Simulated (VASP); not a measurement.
# Si: single point with PBEsol

Crystal: Si.

```
Si
1.0
     0.00000    2.65327    2.65327
     2.65327    0.00000    2.65327
     2.65327    2.65327    0.00000
Si
2
Direct
  0.75000 0.75000 0.75000
  0.50000 0.50000 0.50000
```

```json
{"Program": "VASP 6.6.1", "Task": "single point", "Functional": "PBEsol", "Potentials or basis": "VASP PAW PBE potentials, release 64 (Si)", "Cutoff": "520 eV", "k mesh": "12 × 12 × 12", "Occupations": "gaussian, width 0.02 eV", "Spin": "no spin polarisation", "Dipole correction": "no", "Further INCAR settings": "ALGO = Normal; EDIFF = 1e-07; NBANDS = 11"}
```

| Quantity | Value |
| --- | --- |
| Pressure | 7.9 GPa |
| Band gap on the k mesh | 0.33 eV, indirect (least direct gap 2.54 eV) |

Levels at points of the mesh, in eV from the valence-band top:
```tsv
k point	band 2	band 3	band 4	band 5	band 6	band 7
(0.00, 0.00, 0.00)	0.00	0.00	0.00	2.54	2.54	2.54
(0.50, 0.00, 0.00)	-7.36	-1.26	-1.26	1.71	3.23	3.23
(0.50, 0.50, 0.00)	-8.06	-3.06	-3.06	0.44	0.44	10.67
```

Run time: 25 s on 1 thread of Intel(R) Xeon(R) Platinum 8259CL CPU @ 2.50GHz (Skylake/Cascade Lake), with other jobs on the host, peak memory 0.16 GiB.

Caveat: the PAW data sets were made with another functional, which shifts forces and pressure a little. A k mesh can miss the band edges.
